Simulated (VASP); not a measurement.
# Ti (P6_3/mmc) in VASP: further runs

Runs on Ti. Level: PBE. Tasks: single point, relaxation of cell and atoms.

Program: VASP 6.6.1. These are calculated values, not measurements. Logs are shortened: lines on timing, memory, paths and dates and some standing lists are left out, and cuts for length are marked.

## (1) The cell of the first run

Symmetry: P6_3/mmc, No. 194, hexagonal system. Conventional cell: a = 2.939 Å, b = 2.939 Å, c = 4.656 Å, α = 90.00°, β = 90.00°, γ = 120.00°. Ti (site symmetry -6m2) has 12 Ti at 2.88 to 2.94 Å within 3.8 Å.

## (2) Single point, PBE

File INCAR:

```
SYSTEM = Ti
PREC = Accurate
ENCUT = 520
EDIFF = 1E-6
ISMEAR = -1
SIGMA = 0.1
LREAL = .FALSE.
LASPH = .TRUE.
NELM = 60
ALGO = Normal
ISIF = 2
LWAVE = .FALSE.
LCHARG = .FALSE.
GGA = PE
NBANDS = 19
```

File KPOINTS:

```
Automatic mesh
0
G
  12 12 7
  0 0 0
```

File POSCAR:

```
Ti
1.0
    2.9390756844      0.0000000000      0.0000000000
   -1.4695378422      2.5453142064      0.0000000000
    0.0000000000      0.0000000000      4.6559893251
Ti
2
Direct
    0.3333333333      0.6666666667      0.2500000000
    0.6666666667      0.3333333333      0.7500000000
```

Potentials or basis: VASP PAW PBE potentials, release 64 (Ti_sv).

On the command line:

```console
> cat potpaw_PBE.64/Ti_sv/POTCAR > POTCAR
> mpirun -np 1 vasp_std > vasp.out
```

OUTCAR:

```text
SYSTEM = Ti
   PREC = Accurate
   ENCUT = 520
   EDIFF = 1E-6
   ISMEAR = -1
   LREAL = .FALSE.
   LASPH = .TRUE.
   NELM = 60
   ISIF = 2
   GGA = PE

 ion  position               nearest neighbor table
   1  0.333  0.667  0.250-   2 2.88   2 2.88   2 2.88   2 2.88   2 2.88   2 2.88
   2  0.667  0.333  0.750-   1 2.88   1 2.88   1 2.88   1 2.88   1 2.88   1 2.88

  LATTYP: Found a hexagonal cell.
 ALAT       =     2.9390756844
 C/A-ratio  =     1.5841678899

  Lattice vectors:

 A1 = (   2.9390756844,   0.0000000000,   0.0000000000)
 A2 = (  -1.4695378422,   2.5453142064,   0.0000000000)
 A3 = (   0.0000000000,   0.0000000000,   4.6559893251)

Analysis of symmetry for initial positions (statically):
=====================================================================
 Subroutine PRICEL returns:
 Original cell was already a primitive cell.

 Routine SETGRP: Setting up the symmetry group for a
 hexagonal supercell.

 Subroutine GETGRP returns: Found 24 space group operations
 (whereof 12 operations were pure point group operations)
 out of a pool of 24 trial point group operations.

The static configuration has the point symmetry D_3d.
 The point group associated with its full space group is D_6h.

Analysis of symmetry for dynamics (positions and initial velocities):
=====================================================================
 Subroutine PRICEL returns:
 Original cell was already a primitive cell.

 Routine SETGRP: Setting up the symmetry group for a
 hexagonal supercell.

 Subroutine GETGRP returns: Found 24 space group operations
 (whereof 12 operations were pure point group operations)
 out of a pool of 24 trial point group operations.

The dynamic configuration has the point symmetry D_3d.
 The point group associated with its full space group is D_6h.

 Subroutine INISYM returns: Found 24 space group operations
 (whereof 12 operations are pure point group operations),
 and found     1 'primitive' translations

----------------------------------------------------------------------------------------

                                     Primitive cell

  volume of cell :      34.8309

  direct lattice vectors                    reciprocal lattice vectors
     2.939075684  0.000000000  0.000000000     0.340243024  0.196439402  0.000000000
    -1.469537842  2.545314206  0.000000000     0.000000000  0.392878804  0.000000000
     0.000000000  0.000000000  4.655989325     0.000000000  0.000000000  0.214777125

  length of vectors
     2.939075684  2.939075684  4.655989325     0.392878804  0.392878804  0.214777125

  position of ions in fractional coordinates (direct lattice)
     0.333333333  0.666666667  0.250000000
     0.666666667  0.333333333  0.750000000

  ion indices of the primitive-cell ions
   primitive index   ion index
                 1           1
                 2           2

----------------------------------------------------------------------------------------

 KPOINTS: Automatic mesh

Automatic generation of k-mesh.
 Grid dimensions read from file:
 generate k-points for:   12   12    7

 Generating k-lattice:

  Cartesian coordinates                     Fractional coordinates (reciprocal lattice)
     0.028353585  0.016369950  0.000000000     0.083333333  0.000000000  0.000000000
     0.000000000  0.032739900  0.000000000     0.000000000  0.083333333  0.000000000
     0.000000000  0.000000000  0.030682446     0.000000000  0.000000000  0.142857143

  Length of vectors
     0.032739900  0.032739900  0.030682446

  Shift w.r.t. Gamma in fractional coordinates (k-lattice)
     0.000000000  0.000000000  0.000000000

 Subroutine IBZKPT returns following result:
 ===========================================

 Found     76 irreducible k-points:

 Following reciprocal coordinates:
            Coordinates               Weight
  0.000000  0.000000  0.000000      1.000000
  0.083333  0.000000  0.000000      6.000000
  0.166667  0.000000  0.000000      6.000000
  0.250000  0.000000  0.000000      6.000000
  0.333333  0.000000  0.000000      6.000000
  0.416667  0.000000  0.000000      6.000000
[... 16 lines left out ...]
  0.250000  0.000000  0.142857     12.000000
  0.333333  0.000000  0.142857     12.000000
 [... further k-points ...]
   k-points           NKPTS =     76   k-points in BZ     NKDIM =     76   number of bands    NBANDS=     19
   number of dos      NEDOS =    301   number of ions     NIONS =      2
   total plane-waves  NPLWV =  20736
   dimension x,y,z NGX =    24 NGY =   24 NGZ =   36
   dimension x,y,z NGXF=    48 NGYF=   48 NGZF=   72
   ions per type =               2
   NGX,Y,Z   is equivalent  to a cutoff of  13.58, 13.58, 12.85 a.u.
   NGXF,Y,Z  is equivalent  to a cutoff of  27.15, 27.15, 25.71 a.u.
 SYSTEM =  Ti
   PREC   = accura    normal or accurate (medium, high low for compatibility)
   ISTART =      0    job   : 0-new  1-cont  2-samecut
   ICHARG =      2    charge: 1-file 2-atom 10-const
   ISPIN  =      1    spin polarized calculation?
   LNONCOLLINEAR =      F non collinear calculations
   LSORBIT =      F    spin-orbit coupling
   LASPH  =      T    aspherical Exc in radial PAW
   ENCUT  =  520.0 eV  38.22 Ry    6.18 a.u.   5.46  5.46  8.66*2*pi/ulx,y,z
   NELM   =     60;   NELMIN=  2; NELMDL= -5     # of ELM steps
   EDIFF  = 0.1E-05   stopping-criterion for ELM
   LREAL  =      F    real-space projection
   EDIFFG = 0.1E-04   stopping-criterion for IOM
   NSW    =      0    number of steps for IOM
   IBRION =     -1    ionic relax: 0-MD 1-quasi-New 2-CG
   NFREE  =      0    steps in history (QN), initial steepest desc. (CG)
   ISIF   =      2    stress and relaxation
   ISYM   =      2    0-nonsym 1-usesym 2-fastsym
   POTIM  = 0.5000    time-step for ionic-motion
   TEBEG  =    0.0;   TEEND  =   0.0 temperature during run
   PSTRESS=    0.0 pullay stress
   NELECT =      24.0000    total number of electrons
   NUPDOWN=      -1.0000    fix difference up-down
   EMIN   =  10.00;   EMAX   =-10.00  energy-range for DOS
   EFERMI =   0.00;   METHOD = LEGACY
   ISMEAR =    -1;   SIGMA  =   0.10  broadening in eV -4-tet -1-fermi 0-gaus
   EFERMI_NEDOS =   21; number of points for ismear=-14 and -15
   IALGO  =     38    algorithm
   IMIX   =      4    mixing-type and parameters
     AMIX     =   0.40;   BMIX     =  1.00
     AMIX_MAG =   1.60;   BMIX_MAG =  1.00
  volume/ion in A,a.u.               =      17.42       117.53
  Fermi-wavevector in a.u.,A,eV,Ry     =   1.445963  2.732474 28.447185  2.090809
  Thomas-Fermi vector in A             =   2.564085
   LORBIT       =      0    0 simple, 1 ext, 2 COOP (PROOUT), +10 PAW based schemes
   GGA     = PE    functional components
   LHFCALC =     F    Hartree Fock is set to
   AEXX    =    0.0000 exact exchange contribution
   IVDW    =     0    specifies the selected vdW correction
   LEPSILON=     F    determine dielectric tensor
   LRPA    =     F    only Hartree local field effects (RPA)
 non-spin polarized calculation
  energy-cutoff  :      520.00
  volume of cell :       34.83
 maximum number of plane-waves:       965
 NGX is ok and might be reduce to    24
   NGX = 11   NGY = 11   NGZ = 17

 number of electron      24.0000001 magnetization

 Free energy of the ion-electron system (eV)
  ---------------------------------------------------
  ext. energy  EPLUGINS =         0.00000000
  ---------------------------------------------------
  free energy    TOTEN  =       -15.70794695 eV

  energy without entropy =      -15.63045283  energy(sigma->0) =      -15.66919989

 E-fermi :   8.2868     XC(G=0): -11.4841

 val. band max:        8.2807994936   @ k =   0.3333   0.3333   0.2857
 cond. band min:       8.2900054817   @ k =   0.0833   0.0833   0.4286
 fundamental gap:      0.0092059881
 Fermi energy:         8.2868272720

 k-point     1 :       0.0000    0.0000    0.0000
  band No.  band energies     occupation
      1     -48.5505      2.00000
      2     -48.4154      2.00000
      3     -25.1298      2.00000
      4     -24.5008      2.00000
      5     -24.5008      2.00000
      6     -24.4279      2.00000
[... 11 lines left out ...]
     18       9.9335      0.00000
     19      11.4554      0.00000

 k-point     2 :       0.0833    0.0000    0.0000
  band No.  band energies     occupation
      1     -48.5438      2.00000
      2     -48.4127      2.00000
      3     -25.1148      2.00000
      4     -24.5316      2.00000
      5     -24.5111      2.00000
      6     -24.4344      2.00000
[... 11 lines left out ...]
     18       9.8269      0.00000
     19      11.5121      0.00000

 k-point     3 :       0.1667    0.0000    0.0000
  band No.  band energies     occupation
      1     -48.5250      2.00000
      2     -48.4058      2.00000
      3     -25.0717      2.00000
      4     -24.6163      2.00000
      5     -24.5384      2.00000
      6     -24.5191      2.00000
[... 11 lines left out ...]
     18      10.0440      0.00000
     19      11.6308      0.00000

 k-point     4 :       0.2500    0.0000    0.0000
  band No.  band energies     occupation
      1     -48.4981      2.00000
      2     -48.3975      2.00000
      3     -25.0069      2.00000
      4     -24.7333      2.00000
      5     -24.6324      2.00000
      6     -24.5741      2.00000
[... 11 lines left out ...]
     18      10.5541      0.00000
     19      11.7419      0.00000

 k-point     5 :       0.3333    0.0000    0.0000
  band No.  band energies     occupation
      1     -48.4690      2.00000
      2     -48.3913      2.00000
      3     -24.9307      2.00000
      4     -24.8511      2.00000
      5     -24.7415      2.00000
      6     -24.6085      2.00000
[... 11 lines left out ...]
     18      11.1285      0.00000
     19      11.8182      0.00000

 k-point     6 :       0.4167    0.0000    0.0000
  band No.  band energies     occupation
      1     -48.4447      2.00000
      2     -48.3897      2.00000
      3     -24.9376      2.00000
      4     -24.8599      2.00000
      5     -24.8193      2.00000
      6     -24.6331      2.00000
[... 11 lines left out ...]
     18      11.8365      0.00000
     19      11.8594      0.00000

 k-point     7 :       0.5000    0.0000    0.0000
  band No.  band energies     occupation
      1     -48.4344      2.00000
      2     -48.3905      2.00000
      3     -24.9692      2.00000
      4     -24.8474      2.00000
      5     -24.8265      2.00000
      6     -24.6420      2.00000
[... 11 lines left out ...]
     18      11.8721      0.00000
     19      12.6524      0.00000

 k-point     8 :       0.0833    0.0833    0.0000
  band No.  band energies     occupation
      1     -48.5310      2.00000
      2     -48.4079      2.00000
      3     -25.0857      2.00000
      4     -24.5831      2.00000
      5     -24.5439      2.00000
      6     -24.4801      2.00000
[... 256 lines left out ...]
 k-point    20 :       0.0000    0.0000    0.1429
  band No.  band energies     occupation
      1     -48.5439      2.00000
      2     -48.4222      2.00000
      3     -25.0964      2.00000
      4     -24.4959      2.00000
      5     -24.4959      2.00000
      6     -24.4641      2.00000
[... 11 lines left out ...]
     18      10.1179      0.00000
     19      11.4637      0.00000

 k-point    21 :       0.0833    0.0000    0.1429
  band No.  band energies     occupation
      1     -48.5373      2.00000
      2     -48.4193      2.00000
      3     -25.0832      2.00000
      4     -24.5259      2.00000
      5     -24.5059      2.00000
      6     -24.4822      2.00000
[... 11 lines left out ...]
     18      10.0711      0.00000
     19      11.5096      0.00000

 k-point    22 :       0.1667    0.0000    0.1429
  band No.  band energies     occupation
      1     -48.5191      2.00000
      2     -48.4118      2.00000
      3     -25.0465      2.00000
      4     -24.6082      2.00000
      5     -24.5526      2.00000
      6     -24.5324      2.00000
[... 11 lines left out ...]
     18      10.1159      0.00000
     19      11.6044      0.00000

 k-point    23 :       0.2500    0.0000    0.1429
  band No.  band energies     occupation
      1     -48.4932      2.00000
      2     -48.4025      2.00000
      3     -24.9957      2.00000
      4     -24.7184      2.00000
      5     -24.6589      2.00000
      6     -24.5672      2.00000
[... 11 lines left out ...]
     18      10.5004      0.00000
     19      11.6917      0.00000

 k-point    24 :       0.3333    0.0000    0.1429
  band No.  band energies     occupation
      1     -48.4652      2.00000
      2     -48.3952      2.00000
      3     -24.9584      2.00000
      4     -24.8115      2.00000
      5     -24.7589      2.00000
      6     -24.6009      2.00000
[... 11 lines left out ...]
     18      11.0292      0.00000
     19      11.7568      0.00000

 [... further k-points ...]

------------------------ aborting loop because EDIFF is reached ----------------------------------------

  FORCE on cell =-STRESS in cart. coord.  units (eV):
  Direction    XX          YY          ZZ          XY          YZ          ZX
  --------------------------------------------------------------------------------------
  -------------------------------------------------------------------------------------
  Total       -0.0454100     -0.0454100     -0.0561646      0.0000000     -0.0000000      0.0000000
  in kB       -2.0888042     -2.0888042     -2.5835042      0.0000000     -0.0000000      0.0000000
  external PRESSURE =      -2.2537042 kB  Pullay stress =       0.0000000 kB

 VOLUME and BASIS-vectors are now :
 -----------------------------------------------------------------------------
  energy-cutoff  :      520.00
  volume of cell :       34.83
      direct lattice vectors                 reciprocal lattice vectors
     2.939075684  0.000000000  0.000000000     0.340243024  0.196439402  0.000000000
    -1.469537842  2.545314206  0.000000000     0.000000000  0.392878804  0.000000000
     0.000000000  0.000000000  4.655989325     0.000000000  0.000000000  0.214777125

 POSITION                                       TOTAL-FORCE (eV/Angst)
 -----------------------------------------------------------------------------------
     -0.00000      1.69688      1.16400         0.000000     -0.000000      0.000000
      1.46954      0.84844      3.49199        -0.000000      0.000000      0.000000
 -----------------------------------------------------------------------------------
    total drift:                               -0.000000      0.000000     -0.000000

  FREE ENERGIE OF THE ION-ELECTRON SYSTEM (eV)
  ---------------------------------------------------
  free  energy   TOTEN  =       -15.7079469493 eV

  energy  without entropy=      -15.6304528306  energy(sigma->0) =      -15.66919989
```

Run time: 2.3 min. Hardware: 1 thread of AMD EPYC 7R13, shared host; peak memory 0.15 GiB.

Results:

* Free energy: -15.7079 eV
* Pressure: -0.2 GPa
* Band gap on the k mesh: zero (band 12 reaches 9.08 eV, above the bottom of band 13 at 8.01 eV)

Levels at points of the mesh, in eV from the Fermi level:
```csv
k point,band 9,band 10,band 11,band 12,band 13,band 14,band 15,band 16
"(0.00, 0.00, 0.00)",-6.18,-2.66,0.78,0.79,0.79,0.91,1.29,1.29
"(0.50, 0.00, 0.00)",-2.32,-2.13,-1.81,-0.61,0.51,0.65,1.20,3.35
```

## (3) Relaxation of cell and atoms, PBE

This run uses another cell than the first one, of 17.66 Å³/atom, 1.014 times its volume.

File INCAR:

```
  PREC = Accurate
  ENCUT = 600
  EDIFF = 1E-6
  ISMEAR = -1
  SIGMA = 0.1
  LREAL = F
  LASPH = T
  NELM = 100
  ALGO = Normal
  ISIF = 3
  LWAVE = F
  LCHARG = F
  GGA = PE
  IBRION = 2
  NSW = 80
  EDIFFG = -0.01
```

File KPOINTS:

```
regular mesh
0
Gamma
  12 12 7
```

File POSCAR:

```
Ti
1.0
    2.9499978604      0.0000000000      0.0000000000
   -1.4749989302      2.5547730882      0.0000000000
    0.0000000000      0.0000000000      4.6860000000
Ti
2
Direct
    0.3333333333      0.6666666667      0.2500000000
    0.6666666667      0.3333333333      0.7500000000
```

Potentials or basis: VASP PAW PBE potentials, release 64 (Ti_sv).

On the command line:

```console
> cat potpaw_PBE.64/Ti_sv/POTCAR > POTCAR
> mpirun -np 1 vasp_std > vasp.out
```

Run time: 5.5 min. Hardware: 1 thread of AMD EPYC 7R13, shared host; peak memory 0.16 GiB.

The run converged. Its results:

| Quantity | Value |
| --- | --- |
| Free energy | -15.7077 eV |
| Relaxed volume | 17.37 Å³/atom |
| Relaxed cell | a = 2.936 Å, b = 2.936 Å, c = 4.654 Å, α = 90.00°, β = 90.00°, γ = 120.00° |
| Space group after relaxing (to 0.05 Å) | P6_3/mmc (No. 194) |
| Energy gained by relaxing | 1.6 meV/atom |
| Ionic steps | 4 |
| Pressure after relaxing | 0.0 GPa |
| Band gap on the k mesh | zero (band 12 reaches 9.11 eV, above the bottom of band 13 at 8.04 eV) |

Stress tensor (GPa, compression positive):
```
 0.06  0.00  0.00
 0.00  0.06  0.00
 0.00  0.00 -0.06
```

Step by step:
```
step  energy change (eV)  largest force (eV/Å)  pressure (GPa)  volume (Å³)
   1              0.0000                0.0000           -1.73        35.32
   2             -0.0016                0.0000            1.30        34.35
   3             -0.0032                0.0000            0.01        34.74
   4             -0.0032                0.0000            0.02        34.74
```

Final structure:
```
CELL_PARAMETERS angstrom
2.93613 0.00000 0.00000
-1.46806 2.54276 0.00000
0.00000 0.00000 4.65370
ATOMIC_POSITIONS crystal
Ti 0.33333 0.66667 0.25000
Ti 0.66667 0.33333 0.75000
```

Levels at points of the mesh, in eV from the Fermi level:
| k point | band 8 | band 9 | band 10 | band 11 | band 12 | band 13 | band 14 | band 15 | band 16 |
| --- | --- | --- | --- | --- | --- | --- | --- | --- | --- |
| (0.00, 0.00, 0.00) | -32.68 | -6.19 | -2.67 | 0.79 | 0.80 | 0.80 | 0.91 | 1.29 | 1.29 |
| (0.50, 0.00, 0.00) | -32.75 | -2.32 | -2.13 | -1.82 | -0.60 | 0.51 | 0.65 | 1.20 | 3.36 |

(Continued in part 2 of 2.)
